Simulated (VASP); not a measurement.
Input of a VASP 6.6.1 run:

The input INCAR:

```
PREC = Accurate ; ENCUT = 520
EDIFF = 1E-7 ; ISMEAR = -1
SIGMA = 0.05 ; LREAL = F
LASPH = T ; NELM = 100
ALGO = Normal ; ISIF = 2
LWAVE = F ; LCHARG = F
GGA = PE ; NBANDS = 18
```

File KPOINTS:

```
regular mesh
0
Gamma
  14 14 14
```

POSCAR

```
Si2W
1.0
   -1.6145529857      1.6145529857      3.9331578673
    1.6145529857     -1.6145529857      3.9331578673
    1.6145529857      1.6145529857     -3.9331578673
W Si
1 2
Direct
    0.0000000000      0.0000000000      0.0000000000
    0.3345939886      0.3345939886      0.0000000000
   -0.3345939886     -0.3345939886      0.0000000000
```

Potentials or basis: VASP PAW PBE potentials, release 64 (W_sv, Si).

The run is started by

```sh
$ cat potpaw_PBE.64/W_sv/POTCAR potpaw_PBE.64/Si/POTCAR > POTCAR
$ mpirun -np 1 vasp_std > vasp.out
```

(1) Estimate the band gap on the k mesh.

(2) Estimate the largest force.

(3) What does it give for the pressure?

Results:

(1) zero (band 11 reaches 12.46 eV, above the bottom of band 12 at 11.22 eV).

(2) 0.004 eV/Å.

(3) 0.1 GPa.

Caveat: spin-orbit coupling is left out, which moves the levels of the heavy elements.
